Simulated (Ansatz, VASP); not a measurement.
# GaN in VASP and in Ansatz

```
CELL_PARAMETERS angstrom
3.13702 0.00000 0.00000
-1.56851 2.71674 0.00000
0.00000 0.00000 5.09618
ATOMIC_POSITIONS crystal
Ga 0.66667 0.33333 0.50000
Ga 0.33333 0.66667 0.00000
N 0.66667 0.33333 0.87500
N 0.33333 0.66667 0.37500
```

Alike in both runs: task single point; functional r2SCAN; dispersion D3(BJ); k mesh 10 × 10 × 5; occupations fermi-dirac, width 0.05 eV; no spin polarisation.

|  | VASP | Ansatz |
| --- | --- | --- |
| version | VASP 6.6.1 | Ansatz 0.2.0 |
| potentials or method | VASP PAW PBE potentials, release 64 (Ga_d, N) | Ansatz PAW |
| plane-wave cutoff (eV) | 520 | 500 |
| valence electrons in the cell | 36 | 36 |

VASP gave:

* gap on the k mesh at the Fermi level (eV): 2.66
* least direct gap on the mesh (eV): 2.66
* pressure (GPa): 9.4
* traceless stress, the component that is largest in VASP (GPa): 1.54
* rms of the force components (eV/Å): 0.090

Task: Estimate Ansatz's values.

Result: gap on the k mesh at the Fermi level (eV): 2.67; least direct gap on the mesh (eV): 2.67; pressure (GPa): 8.2; traceless stress, the component that is largest in VASP (GPa): 1.61; rms of the force components (eV/Å): 0.089.

VASP's potentials were made for PBE, not for r2SCAN. Atom by atom the forces differ by 0.001 eV/Å (rms over components).

Noted on Ansatz's run: odd divisions of the mesh miss points on the zone boundary, where band edges often lie, so the gap on the mesh can be too wide.
